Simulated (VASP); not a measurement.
Input of a VASP 6.6.1 run:

File INCAR:

```
SYSTEM = Co3H
ALGO     = Normal         ! electronic algorithm
DIPOL    = 0.5 0.5 0.486
EDIFF    = 1E-6           ! SCF threshold, eV
ENCUT    = 520            ! plane-wave cutoff, eV
GGA      = PS             ! functional
IDIPOL   = 3            
ISIF     = 2              ! what is computed and relaxed
ISMEAR   = 0              ! smearing method
ISPIN    = 2              ! spin polarisation
LASPH    = .TRUE.         ! aspherical terms in the spheres
LCHARG   = .TRUE.         ! write CHGCAR
LDIPOL   = .TRUE.       
LELF     = .TRUE.         ! ELF
LMAXMIX  = 4              ! l up to which the mixer works
LORBIT   = 11             ! projections on sites
LREAL    = .FALSE.        ! projectors in reciprocal space
LVACPOTAV= .TRUE.       
LVHAR    = .TRUE.       
LWAVE    = .FALSE.        ! write WAVECAR
MAGMOM   = 1.94 1.89 1.94 1 ! initial moments
NBANDS   = 26             ! bands
NELM     = 150            ! most SCF steps
PREC     = Accurate       ! precision mode
SIGMA    = 0.1            ! smearing width, eV
```

The input KPOINTS:

```
k-points
0
G
  12 12 1
  0 0 0
```

The input POSCAR:

```
Co3H
1.0
    2.4564189030      0.0000000000      0.0000000000
   -1.2282094515      2.1273211723      0.0000000000
    0.0000000000      0.0000000000     22.9694710870
Co H
3 1
Direct
    0.6666666667      0.3333333333      0.3700564096
    0.3333333333      0.6666666667      0.4536573419
    0.6666666667      0.3333333333      0.5399830435
    0.0000000000      0.0000000000      0.5793620940
```

Potentials or basis: VASP PAW PBE potentials, release 64 (Co, H).

The run is started by

```console
$ cat potpaw_PBE.64/Co/POTCAR potpaw_PBE.64/H/POTCAR > POTCAR
$ mpirun -np 1 vasp_std > vasp.out
```

Problem. Estimate the site moments.

Solution. Co +1.60, +1.62, +1.21; H -0.01 μB.

Problem. Predict the largest force.

Solution. 0.037 eV/Å.

Problem. Predict the net moment.

Solution. 4.41 μB per cell.

Forces in eV/Å, atoms in the order of the input:
```
Co   0.000  0.000  0.030
Co   0.000  0.000  0.005
Co   0.000  0.000 -0.037
H    0.000  0.000  0.002
```

Caveat: the PAW data sets were made with another functional, which shifts forces and pressure a little.
